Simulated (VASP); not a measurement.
# CdF2 (Fm-3m) in VASP: single point with PBE+D3(BJ)

Aim: the single point of CdF2 with PBE+D3(BJ).

Everything below comes from runs of VASP 6.6.1. Logs are shortened: lines on timing, memory, paths and dates and some standing lists are left out, and cuts for length are marked.

## Step 1: The cell of the first run

Symmetry: Fm-3m, No. 225, cubic system. Conventional cell: a = 5.276 Å, b = 5.276 Å, c = 5.276 Å, α = 90.00°, β = 90.00°, γ = 90.00°. Within 3.0 Å of Cd (site symmetry m-3m) lie 8 F at 2.28 Å. Within 3.0 Å of F (site symmetry -43m) lie 4 Cd at 2.28 Å and 6 F at 2.64 Å.

## Step 2: Single point, PBE+D3(BJ) (volume scaled by 0.91)

INCAR

```
  PREC = Accurate
  ENCUT = 600
  EDIFF = 1E-6
  ISMEAR = 0
  SIGMA = 0.02
  LREAL = False
  LASPH = True
  NELM = 120
  ALGO = Normal
  ISIF = 2
  LWAVE = False
  LCHARG = False
  GGA = PE
  IVDW = 12
  NBANDS = 24
  GGA_COMPAT = False
```

KPOINTS

```
Automatic mesh
0
Gamma
  8 8 8
```

POSCAR

```
CdF2
1.0
    0.0000000000      2.6379932570      2.6379932570
    2.6379932570      0.0000000000      2.6379932570
    2.6379932570      2.6379932570      0.0000000000
Cd F
1 2
Direct
    0.0000000000      0.0000000000      0.0000000000
    0.2500000000      0.2500000000      0.2500000000
    0.7500000000      0.7500000000      0.7500000000
```

Potentials or basis: VASP PAW PBE potentials, release 64 (Cd_sv_GW, F).

Command:

```
> cat potpaw_PBE.64/Cd_sv_GW/POTCAR potpaw_PBE.64/F/POTCAR > POTCAR
> mpirun -np 1 vasp_std > vasp.out
```

OUTCAR:

```text
PREC = Accurate
   ENCUT = 600
   EDIFF = 1E-6
   ISMEAR = 0
   LREAL = False
   LASPH = True
   NELM = 120
   ISIF = 2
   GGA = PE
   IVDW = 12
 IVDW          = 12

 ion  position               nearest neighbor table
   1  0.000  0.000  0.000-   3 2.28   2 2.28   3 2.28   2 2.28   3 2.28   3 2.28   2 2.28   2 2.28

   2  0.250  0.250  0.250-   1 2.28   1 2.28   1 2.28   1 2.28
   3  0.750  0.750  0.750-   1 2.28   1 2.28   1 2.28   1 2.28

  LATTYP: Found a face centered cubic cell.
 ALAT       =     5.2759865140

  Lattice vectors:

 A1 = (   0.0000000000,   2.6379932570,   2.6379932570)
 A2 = (   2.6379932570,   0.0000000000,   2.6379932570)
 A3 = (   2.6379932570,   2.6379932570,   0.0000000000)

Analysis of symmetry for initial positions (statically):
=====================================================================
 Subroutine PRICEL returns:
 Original cell was already a primitive cell.

 Routine SETGRP: Setting up the symmetry group for a
 face centered cubic supercell.

 Subroutine GETGRP returns: Found 48 space group operations
 (whereof 48 operations were pure point group operations)
 out of a pool of 48 trial point group operations.

The static configuration has the point symmetry O_h .

Analysis of symmetry for dynamics (positions and initial velocities):
=====================================================================
 Subroutine PRICEL returns:
 Original cell was already a primitive cell.

 Routine SETGRP: Setting up the symmetry group for a
 face centered cubic supercell.

 Subroutine GETGRP returns: Found 48 space group operations
 (whereof 48 operations were pure point group operations)
 out of a pool of 48 trial point group operations.

The dynamic configuration has the point symmetry O_h .

 Subroutine INISYM returns: Found 48 space group operations
 (whereof 48 operations are pure point group operations),
 and found     1 'primitive' translations

----------------------------------------------------------------------------------------

                                     Primitive cell

  volume of cell :      36.7156

  direct lattice vectors                    reciprocal lattice vectors
     0.000000000  2.637993257  2.637993257    -0.189538013  0.189538013  0.189538013
     2.637993257  0.000000000  2.637993257     0.189538013 -0.189538013  0.189538013
     2.637993257  2.637993257  0.000000000     0.189538013  0.189538013 -0.189538013

  length of vectors
     3.730685841  3.730685841  3.730685841     0.328289468  0.328289468  0.328289468

  position of ions in fractional coordinates (direct lattice)
     0.000000000  0.000000000  0.000000000
     0.250000000  0.250000000  0.250000000
     0.750000000  0.750000000  0.750000000

  ion indices of the primitive-cell ions
   primitive index   ion index
                 1           1
                 2           2
                 3           3

----------------------------------------------------------------------------------------

 KPOINTS: Automatic mesh

Automatic generation of k-mesh.
 Grid dimensions read from file:
 generate k-points for:    8    8    8

 Generating k-lattice:

  Cartesian coordinates                     Fractional coordinates (reciprocal lattice)
    -0.023692252  0.023692252  0.023692252     0.125000000  0.000000000  0.000000000
     0.023692252 -0.023692252  0.023692252     0.000000000  0.125000000  0.000000000
     0.023692252  0.023692252 -0.023692252     0.000000000  0.000000000  0.125000000

  Length of vectors
     0.041036184  0.041036184  0.041036184

  Shift w.r.t. Gamma in fractional coordinates (k-lattice)
     0.000000000  0.000000000  0.000000000

 Subroutine IBZKPT returns following result:
 ===========================================

 Found     29 irreducible k-points:

 Following reciprocal coordinates:
            Coordinates               Weight
  0.000000  0.000000  0.000000      1.000000
  0.125000  0.000000  0.000000      8.000000
  0.250000  0.000000  0.000000      8.000000
  0.375000  0.000000  0.000000      8.000000
  0.500000  0.000000  0.000000      4.000000
  0.125000  0.125000  0.000000      6.000000
[... 16 lines left out ...]
  0.500000  0.250000  0.125000     48.000000
 -0.375000  0.250000  0.125000     24.000000
 [... further k-points ...]
   k-points           NKPTS =     29   k-points in BZ     NKDIM =     29   number of bands    NBANDS=     24
   number of dos      NEDOS =    301   number of ions     NIONS =      3
   total plane-waves  NPLWV =  27000
   dimension x,y,z NGX =    30 NGY =   30 NGZ =   30
   dimension x,y,z NGXF=    60 NGYF=   60 NGZF=   60
   ions per type =               1   2
   NGX,Y,Z   is equivalent  to a cutoff of  13.37, 13.37, 13.37 a.u.
   NGXF,Y,Z  is equivalent  to a cutoff of  26.74, 26.74, 26.74 a.u.
 SYSTEM =  unknown system
   PREC   = accura    normal or accurate (medium, high low for compatibility)
   ISTART =      0    job   : 0-new  1-cont  2-samecut
   ICHARG =      2    charge: 1-file 2-atom 10-const
   ISPIN  =      1    spin polarized calculation?
   LNONCOLLINEAR =      F non collinear calculations
   LSORBIT =      F    spin-orbit coupling
   LASPH  =      T    aspherical Exc in radial PAW
   ENCUT  =  600.0 eV  44.10 Ry    6.64 a.u.   7.45  7.45  7.45*2*pi/ulx,y,z
   NELM   =    120;   NELMIN=  2; NELMDL= -5     # of ELM steps
   EDIFF  = 0.1E-05   stopping-criterion for ELM
   LREAL  =      F    real-space projection
   EDIFFG = 0.1E-04   stopping-criterion for IOM
   NSW    =      0    number of steps for IOM
   IBRION =     -1    ionic relax: 0-MD 1-quasi-New 2-CG
   NFREE  =      0    steps in history (QN), initial steepest desc. (CG)
   ISIF   =      2    stress and relaxation
   ISYM   =      2    0-nonsym 1-usesym 2-fastsym
   POTIM  = 0.5000    time-step for ionic-motion
   TEBEG  =    0.0;   TEEND  =   0.0 temperature during run
   PSTRESS=    0.0 pullay stress
   NELECT =      34.0000    total number of electrons
   NUPDOWN=      -1.0000    fix difference up-down
   EMIN   =  10.00;   EMAX   =-10.00  energy-range for DOS
   EFERMI =   0.00;   METHOD = LEGACY
   ISMEAR =     0;   SIGMA  =   0.02  broadening in eV -4-tet -1-fermi 0-gaus
   EFERMI_NEDOS =   21; number of points for ismear=-14 and -15
   IALGO  =     38    algorithm
   IMIX   =      4    mixing-type and parameters
     AMIX     =   0.40;   BMIX     =  1.00
     AMIX_MAG =   1.60;   BMIX_MAG =  1.00
  volume/ion in A,a.u.               =      12.24        82.59
  Fermi-wavevector in a.u.,A,eV,Ry     =   1.595698  3.015433 34.643877  2.546253
  Thomas-Fermi vector in A             =   2.693576
   LORBIT       =      0    0 simple, 1 ext, 2 COOP (PROOUT), +10 PAW based schemes
   GGA     = PE    functional components
   LHFCALC =     F    Hartree Fock is set to
   AEXX    =    0.0000 exact exchange contribution
   IVDW    =    12    specifies the selected vdW correction
   LEPSILON=     F    determine dielectric tensor
   LRPA    =     F    only Hartree local field effects (RPA)
 non-spin polarized calculation
 Gauss-broadening in eV      SIGMA  =   0.02
  energy-cutoff  :      600.00
  volume of cell :       36.72
 maximum number of plane-waves:      1243
 NGX is ok and might be reduce to    30
   NGX = 15   NGY = 15   NGZ = 15

 number of electron      34.0000018 magnetization

 Free energy of the ion-electron system (eV)
  ---------------------------------------------------
  ext. energy  EPLUGINS =         0.00000000
  ---------------------------------------------------
  free energy    TOTEN  =       -10.83198164 eV

  energy without entropy =      -10.83198164  energy(sigma->0) =      -10.83198164

 E-fermi :   1.4095     XC(G=0): -10.9109

 val. band max:        1.2713041942   @ k =  -0.2500   0.5000   0.2500
 cond. band min:       4.5867214106   @ k =   0.0000   0.0000   0.0000
 fundamental gap:      3.3154172164
 Fermi energy:         1.4095445681

 k-point     1 :       0.0000    0.0000    0.0000
  band No.  band energies     occupation
      1     -97.0436      2.00000
      2     -58.1497      2.00000
      3     -58.1497      2.00000
      4     -58.1497      2.00000
      5     -19.9052      2.00000
      6     -18.6191      2.00000
[... 16 lines left out ...]
     23      21.6277      0.00000
     24      21.6277      0.00000

 k-point     2 :       0.1250    0.0000    0.0000
  band No.  band energies     occupation
      1     -97.0435      2.00000
      2     -58.1502      2.00000
      3     -58.1498      2.00000
      4     -58.1498      2.00000
      5     -19.8471      2.00000
      6     -18.6714      2.00000
[... 16 lines left out ...]
     23      21.2244      0.00000
     24      21.2244      0.00000

 k-point     3 :       0.2500    0.0000    0.0000
  band No.  band energies     occupation
      1     -97.0435      2.00000
      2     -58.1514      2.00000
      3     -58.1499      2.00000
      4     -58.1499      2.00000
      5     -19.6894      2.00000
      6     -18.8120      2.00000
[... 16 lines left out ...]
     23      20.5532      0.00000
     24      21.5200      0.00000

 k-point     4 :       0.3750    0.0000    0.0000
  band No.  band energies     occupation
      1     -97.0435      2.00000
      2     -58.1527      2.00000
      3     -58.1501      2.00000
      4     -58.1501      2.00000
      5     -19.4741      2.00000
      6     -19.0059      2.00000
[... 16 lines left out ...]
     23      20.0781      0.00000
     24      20.8844      0.00000

 k-point     5 :       0.5000    0.0000    0.0000
  band No.  band energies     occupation
      1     -97.0434      2.00000
      2     -58.1531      2.00000
      3     -58.1503      2.00000
      4     -58.1503      2.00000
      5     -19.2824      2.00000
      6     -19.1875      2.00000
[... 451 lines left out ...]
 k-point    22 :       0.3750    0.2500    0.1250
  band No.  band energies     occupation
      1     -97.0435      2.00000
      2     -58.1518      2.00000
      3     -58.1506      2.00000
      4     -58.1501      2.00000
      5     -19.5784      2.00000
      6     -18.8998      2.00000
[... 16 lines left out ...]
     23      21.1173      0.00000
     24      23.7404      0.00000

 k-point    23 :       0.5000    0.2500    0.1250
  band No.  band energies     occupation
      1     -97.0434      2.00000
      2     -58.1525      2.00000
      3     -58.1511      2.00000
      4     -58.1504      2.00000
      5     -19.4047      2.00000
      6     -19.0487      2.00000
[... 16 lines left out ...]
     23      20.6066      0.00000
     24      23.5238      0.00000

 k-point    24 :      -0.3750    0.2500    0.1250
  band No.  band energies     occupation
      1     -97.0434      2.00000
      2     -58.1527      2.00000
      3     -58.1512      2.00000
      4     -58.1505      2.00000
      5     -19.2449      2.00000
      6     -19.1972      2.00000
[... 16 lines left out ...]
     23      20.4085      0.00000
     24      23.6196      0.00000

 [... further k-points ...]

------------------------ aborting loop because EDIFF is reached ----------------------------------------

 Edisp (eV)   -0.53530

 E8    (eV) :    -0.2020

  FORCE on cell =-STRESS in cart. coord.  units (eV):
  Direction    XX          YY          ZZ          XY          YZ          ZX
  --------------------------------------------------------------------------------------
  -------------------------------------------------------------------------------------
  Total       2.50305     2.50305     2.50305     0.00000     0.00000    -0.00000
  in kB     109.22674   109.22674   109.22674     0.00000     0.00000    -0.00000
  external pressure =      109.23 kB  Pullay stress =        0.00 kB

 VOLUME and BASIS-vectors are now :
 -----------------------------------------------------------------------------
  energy-cutoff  :      600.00
  volume of cell :       36.72
      direct lattice vectors                 reciprocal lattice vectors
     0.000000000  2.637993257  2.637993257    -0.189538013  0.189538013  0.189538013
     2.637993257  0.000000000  2.637993257     0.189538013 -0.189538013  0.189538013
     2.637993257  2.637993257  0.000000000     0.189538013  0.189538013 -0.189538013

 POSITION                                       TOTAL-FORCE (eV/Angst)
 -----------------------------------------------------------------------------------
      0.00000      0.00000      0.00000         0.000000     -0.000000      0.000000
      1.31900      1.31900      1.31900         0.000000     -0.000000      0.000000
      3.95699      3.95699      3.95699        -0.000000      0.000000     -0.000000
 -----------------------------------------------------------------------------------
    total drift:                                0.000000     -0.000000     -0.000000

  FREE ENERGIE OF THE ION-ELECTRON SYSTEM (eV)
  ---------------------------------------------------
  free  energy   TOTEN  =       -11.3672807643 eV

  energy  without entropy=      -11.3672807643  energy(sigma->0) =      -11.36728076
```

Wall time 46 s (1 thread of Intel Xeon Platinum 8259CL at 2.50GHz (Skylake/Cascade Lake), shared host); peak memory 0.2 GiB.

What came out:

| Item | Value |
| --- | --- |
| Free energy | -11.3673 eV |
| Pressure | 10.9 GPa |
| Band gap on the k mesh | 3.32 eV, indirect (least direct gap 3.73 eV) |
| Dispersion energy per atom | -0.178 eV |

Levels at points of the mesh, in eV from the valence-band top:
| k point | band 15 | band 16 | band 17 | band 18 | band 19 | band 20 |
| --- | --- | --- | --- | --- | --- | --- |
| (0.00, 0.00, 0.00) | -0.41 | -0.41 | -0.41 | 3.32 | 12.99 | 12.99 |
| (0.50, 0.00, 0.00) | -2.09 | -0.35 | -0.35 | 7.68 | 9.35 | 15.07 |
| (0.50, 0.50, 0.00) | -0.64 | -0.10 | -0.10 | 8.54 | 10.03 | 12.06 |

 A k mesh can miss the band edges.
